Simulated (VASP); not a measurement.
Input of a VASP 6.6.1 run:

INCAR

```
SYSTEM = Zn
PREC = Accurate
ENCUT = 520
EDIFF = 1E-7
ISMEAR = 0
SIGMA = 0.1
LREAL = .FALSE.
LASPH = .TRUE.
NELM = 100
ALGO = Fast
ISIF = 2
LWAVE = .FALSE.
LCHARG = .FALSE.
GGA = PE
IVDW = 12
NBANDS = 19
```

Contents of KPOINTS:

```
regular mesh
0
G
  18 18 8
  0 0 0
```

Contents of POSCAR:

```
Zn
1.0
    2.6159524970      0.0000000000      0.0000000000
   -1.3079762485      2.2654813175      0.0000000000
    0.0000000000      0.0000000000      4.8112290405
Zn
2
Direct
    0.3333333333      0.6666666667      0.2500000000
    0.6666666667      0.3333333333      0.7500000000
```

Potentials or basis: VASP PAW PBE potentials, release 64 (Zn).

The run is started by

```bash
$ cat potpaw_PBE.64/Zn/POTCAR > POTCAR
$ mpirun -np 1 vasp_std > vasp.out
```

Problem. Estimate the dispersion energy per atom.

Solution. -0.430 eV.

Problem. Predict the pressure.

Solution. 0.4 GPa.

Problem. Estimate the band gap on the k mesh.

Solution. Zero (bands 12 and 13 overlap by 4.49 eV).

Stress tensor (GPa, compression positive):
```
0.50 0.00 0.00
0.00 0.50 0.00
0.00 0.00 0.25
```
